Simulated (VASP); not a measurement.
## In: relaxation of cell and atoms with r2SCAN

Crystal: In.

```
In
1.0
    -1.62547    1.62547    2.47370
     1.62547   -1.62547    2.47370
     1.62547    1.62547   -2.47370
In
1
Cartesian
  0.0000 0.0000 0.0000
```

| Item | Value |
| --- | --- |
| Program | VASP 6.6.1 |
| Task | relaxation of cell and atoms |
| Functional | r2SCAN |
| Potentials or basis | VASP PAW PBE potentials, release 64 (In_d) |
| Cutoff | 600 eV |
| k mesh | 11 × 11 × 11 |
| Occupations | fermi-dirac, width 0.05 eV |
| Spin | no spin polarisation |
| Dipole correction | no |
| Further INCAR settings | ALGO = Normal; EDIFF = 1e-06; IBRION = 2; EDIFFG = -0.01; NSW = 60; ISIF = 3 |

The relaxed volume is 26.29 Å³/atom, the relaxed cell is a = 3.363 Å, b = 3.363 Å, c = 3.363 Å, α = 121.45°, β = 121.45°, γ = 87.51° and the space group after relaxing (to 0.1 Å) is I4/mmm (No. 139). The energy gained by relaxing is 1.3 meV/atom, the ionic steps are 12 and the pressure after relaxing is 0.0 GPa. The band gap on the k mesh is zero (an odd number of electrons rules out a gap without spin polarisation).

The path:
```
step  energy change (eV)  largest force (eV/Å)  pressure (GPa)  volume (Å³)
   1              0.0000                0.0000            0.31        26.14
   2             -0.0003                0.0000           -0.02        26.34
   3             -0.0003                0.0000           -0.08        26.39
   4             -0.0003                0.0000           -0.12        26.41
   5             -0.0005                0.0000           -0.13        26.40
   6             -0.0012                0.0000           -0.13        26.37
   7             -0.0007                0.0000           -0.04        26.30
   8             -0.0011                0.0000           -0.06        26.33
   9             -0.0013                0.0000           -0.10        26.35
  10             -0.0013                0.0000           -0.12        26.35
  11             -0.0013                0.0000            0.15        26.20
  12             -0.0013                0.0000           -0.01        26.29
```

Final structure:
```yaml
crystal:
  lattice:
    - [-1.64483, 1.64483, 2.42939]
    - [1.64483, -1.64483, 2.42939]
    - [1.64483, 1.64483, -2.42939]
  atoms:
    - { symbol: In, position: [0.00000, 0.00000, 0.00000] }
```

Levels at points of the mesh, in eV from the Fermi level:
| k point | band 3 | band 4 | band 5 | band 6 | band 7 | band 8 | band 9 | band 10 |
| --- | --- | --- | --- | --- | --- | --- | --- | --- |
| (0.00, 0.00, 0.00) | -15.24 | -15.12 | -15.05 | -10.04 | 11.09 | 11.09 | 11.23 | 12.11 |

Run time: 16 min on 1 thread of AMD EPYC 9R45 96-Core Processor (Zen 5), with other jobs on the host, peak memory 0.18 GiB.

Caveat: the PAW data sets were made with another functional, which shifts forces and pressure a little; spin-orbit coupling is left out, which moves the levels of the heavy elements. Zero-point motion and thermal expansion aren't in these numbers.
